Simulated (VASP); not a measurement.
Input of a VASP 6.6.1 run:

INCAR

```
SYSTEM = ZnAu2
PREC     = Accurate       ! precision mode
ENCUT    = 500            ! plane-wave cutoff, eV
EDIFF    = 1E-7           ! SCF threshold, eV
ISMEAR   = 0              ! smearing method
SIGMA    = 0.1            ! smearing width, eV
LREAL    = .False.        ! projectors in reciprocal space
LASPH    = .True.         ! aspherical terms in the spheres
NELM     = 120            ! most SCF steps
ALGO     = Normal         ! electronic algorithm
ISIF     = 3              ! what is computed and relaxed
LWAVE    = .False.        ! write WAVECAR
LCHARG   = .False.        ! write CHGCAR
GGA      = PE             ! functional
IBRION   = 2              ! ionic algorithm
NSW      = 90             ! ionic steps
EDIFFG   = -0.04          ! ionic threshold
GGA_COMPAT= .False.      
NELMIN   = 4
```

File KPOINTS:

```
Automatic mesh
0
Gamma
  8 8 8
  0 0 0
```

The input POSCAR:

```
ZnAu2
1.0
   -1.7104003211      1.7104003211      4.1958257877
    1.7104003211     -1.7104003211      4.1958257877
    1.7104003211      1.7104003211     -4.1958257877
Zn Au
1 2
Direct
    0.0000000000      0.0000000000      0.0000000000
    0.6650000000      0.6650000000      0.0000000000
    0.3350000000      0.3350000000      0.0000000000
```

Potentials or basis: VASP PAW PBE potentials, release 64 (Zn, Au).

Command:

```bash
$ cat potpaw_PBE.64/Zn/POTCAR potpaw_PBE.64/Au/POTCAR > POTCAR
$ mpirun -np 1 vasp_std > vasp.out
```

Question: What does it give for the relaxed cell?

Answer: a = 5.247 Å, b = 5.247 Å, c = 5.247 Å, α = 143.64°, β = 143.64°, γ = 52.36°.

Question: Predict the space group after relaxing (to 0.1 Å).

Answer: I4/mmm (No. 139).

Question: What does it give for the band gap on the k mesh?

Answer: Zero (bands 17 and 18 overlap by 3.81 eV).

Question: Estimate the relaxed volume.

Answer: 16.83 Å³/atom.

Stress tensor (GPa, compression positive):
```
-0.29  0.00  0.00
 0.00 -0.29  0.00
 0.00  0.00 -0.01
```

Caveat: spin-orbit coupling is left out, which moves the levels of the heavy elements.
